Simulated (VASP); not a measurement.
A run of VASP 6.6.1 is set up as follows.

The input INCAR:

```
SYSTEM = GaSb
PREC = Accurate ; ENCUT = 520
EDIFF = 1E-6 ; ISMEAR = 0
SIGMA = 0.1 ; LREAL = Auto
LASPH = .True. ; NELM = 80
ALGO = Fast ; ISIF = 2
LWAVE = .False. ; LCHARG = .True.
LDIPOL = .True. ; IDIPOL = 3
DIPOL = 0.5 0.5 0.500 ; GGA = PS
LELF = .True. ; LVHAR = .True.
LVACPOTAV = .True. ; NBANDS = 96
```

The input KPOINTS:

```
Automatic mesh
0
Gamma
  8 4 1
  0 0 0
```

The input POSCAR:

```
GaSb
1.0
    4.3212908972      0.0000000000      0.0000000000
    0.0000000000     10.5849577283      0.0000000000
    0.0000000000      0.0000000000     24.9795938510
Ga Sb
9 9
Direct
    0.5000000000      0.6044645905      0.3399638551
    0.0000000000      0.3345576618      0.3459501452
    0.5000000000      0.0404656335      0.3941322330
    0.0000000000      0.6748442179      0.4555983237
    0.5000000000      0.3454671164      0.4980484931
    0.0000000000      0.0060689038      0.5477627329
    0.5000000000      0.6937071905      0.6119195977
    0.0000000000      0.3136008234      0.6232073321
    0.5000000000     -0.0509886778      0.6808189636
    0.5000000000      0.4050976267      0.2864004342
    0.0000000000      0.0846807274      0.3367076536
    0.5000000000      0.7808889693      0.4103775446
    0.0000000000      0.4253052767      0.4466053666
    0.5000000000      0.0942552746      0.4991823256
    0.0000000000      0.7562405533      0.5558233234
    0.5000000000      0.4383318094      0.5991755288
    0.0000000000      0.0772249493      0.6522829477
    0.5000000000      0.7257873532      0.7160431991
```

Potentials or basis: VASP PAW PBE potentials, release 64 (Ga_d, Sb).

Run with:

```sh
$ cat potpaw_PBE.64/Ga_d/POTCAR potpaw_PBE.64/Sb/POTCAR > POTCAR
$ mpirun -np 1 vasp_std > vasp.out
```

(1) Predict the band gap on the k mesh.

(2) Estimate the largest force.

## Answers

(1) zero (bands 81 and 82 overlap by 0.15 eV).

(2) 0.045 eV/Å.

Caveat: the PAW data sets were made with another functional, which shifts forces and pressure a little; spin-orbit coupling is left out, which moves the levels of the heavy elements.
